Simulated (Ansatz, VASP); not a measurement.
# Two plane-wave programs on C2N

```xyz
6
Lattice="2.6343 -0.0002 0.0004 1.3162 3.4095 -0.0001 1.2288 0.4040 4.2159" Properties=species:S:1:pos:R:3 pbc="T T T"
C     3.9040    1.0849    3.4017
C     2.5876    1.8066    2.8616
C     2.5916    2.0067    1.3546
C     1.2752    2.7284    0.8146
N     2.4657    3.0600    3.5681
N     2.7135    0.7533    0.6482
```

Alike in both runs: functional PBE; k mesh 14 × 10 × 8; occupations gaussian, width 0.02 eV; no spin polarisation.

Ansatz relaxed the structure, and its values are those at the end. VASP's run is a single point on that final structure, the one shown.

|  | VASP | Ansatz |
| --- | --- | --- |
| version | VASP 6.6.1 | Ansatz 0.2.0 |
| potentials or method | VASP PAW PBE potentials, release 64 (C, N), cutoff 520 eV | scalar-relativistic, plane waves, PAW |
| valence electrons in the cell | 26 | 26 |

```csv
,VASP,Ansatz,Ansatz less VASP
gap on the k mesh at the Fermi level (eV),0.40,0.40,-0.003
least direct gap on the mesh (eV),1.58,1.58,-0.005
pressure (GPa),0.6,0.0,-0.58
rms of the force components (eV/Å),0.028,0.003,-0.0248
```

With one functional, cell and mesh, what is left measures potentials, basis and numerics.
